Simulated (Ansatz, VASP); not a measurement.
One calculation of AlN, two programs

```xyz
2
Lattice="0.0000 2.1900 2.1900 2.1900 0.0000 2.1900 2.1900 2.1900 0.0000" Properties=species:S:1:pos:R:3 pbc="T T T"
Al    0.0000    0.0000    0.0000
N     1.0950    1.0950    1.0950
```

Alike in both runs: functional PBEsol; k mesh 10 × 10 × 10; occupations gaussian, width 0.02 eV; no spin polarisation.

Ansatz relaxed the structure, and its values are those at the end. VASP's run is a single point on that final structure, the one shown.

```csv
,VASP,Ansatz
version,VASP 6.6.1,Ansatz 0.2.0
potentials or method,"VASP PAW PBE potentials, release 64 (Al, N), cutoff 600 eV","scalar-relativistic, plane waves, PAW"
valence electrons in the cell,8,8
```

Ansatz gave:

| Property | Result |
| --- | --- |
| gap on the k mesh at the Fermi level (eV) | 3.19 |
| least direct gap on the mesh (eV) | 4.04 |
| pressure (GPa) | -0.4 |

Task: Estimate VASP's values.

Result: gap on the k mesh at the Fermi level (eV): 3.18; least direct gap on the mesh (eV): 4.06; pressure (GPa): -0.5.

VASP's potentials were made for PBE, not for PBEsol, and Ansatz warns of the same on its side. Ansatz's warnings: stress scf threshold loose.
